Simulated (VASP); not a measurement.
A run of VASP 6.6.1:

Contents of INCAR:

```
PREC = Accurate ; ENCUT = 520
EDIFF = 1E-6 ; ISMEAR = 0
SIGMA = 0.05 ; LREAL = F
LASPH = T ; NELM = 60
ALGO = Normal ; ISIF = 2
LWAVE = F ; LCHARG = F
GGA = PS ; NBANDS = 15
```

Contents of KPOINTS:

```
regular mesh
0
Gamma
  6 6 6
```

File POSCAR:

```
KCl
1.0
    0.0000000000      3.0377462500      3.1561000000
    3.2744537500      0.0000000000      3.1561000000
    3.2744537500      3.0377462500      0.0000000000
K Cl
1 1
Direct
    0.0000000000      0.0000000000      0.0000000000
    0.5000000000      0.5000000000      0.5000000000
```

Potentials or basis: VASP PAW PBE potentials, release 64 (K_sv, Cl).

Run with:

```sh
$ cat potpaw_PBE.64/K_sv/POTCAR potpaw_PBE.64/Cl/POTCAR > POTCAR
$ mpirun -np 1 vasp_std > vasp.out
```

Hardware: 1 thread of Intel(R) Xeon(R) 6975P-C (Granite Rapids) (shared host).

Task: Estimate the wall time of this run.

Result: Run time: 21 s on 1 thread of Intel(R) Xeon(R) 6975P-C (Granite Rapids), with other jobs on the host, peak memory 0.21 GiB. Counts: scf iterations 13, k points 46.
